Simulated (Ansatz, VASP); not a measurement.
## One calculation of Zn2F, two programs

```
Zn F
1.0
     4.35361    0.00000    0.00000
    -2.17681    3.77034    0.00000
     0.00000    0.00000    2.86285
Zn F
2 1
Direct
  0.33333 0.66667 0.50000
  0.66667 0.33333 0.50000
  0.00000 0.00000 0.00000
```

Alike in both runs: functional PBE; k mesh 12 × 12 × 16; occupations gaussian, width 0.1 eV; no spin polarisation.

Ansatz relaxed the structure, and its values are those at the end. VASP's run is a single point on that final structure, the one shown.

|  | VASP | Ansatz |
| --- | --- | --- |
| version | VASP 6.6.1 | Ansatz 0.2.0 |
| potentials or method | VASP PAW PBE potentials, release 64 (Zn, F), cutoff 520 eV | scalar-relativistic, plane waves, PAW |
| valence electrons in the cell | 31 | 31 |

```tsv
	VASP	Ansatz	Ansatz less VASP
gap on the k mesh at the Fermi level (eV)	none	none	-
pressure (GPa)	0.0	0.0	-0.04
```

A gap of «none» marks a metal or a gap that the smearing closes. The functional is the same, so the differences come from potentials, cutoffs and numerics.
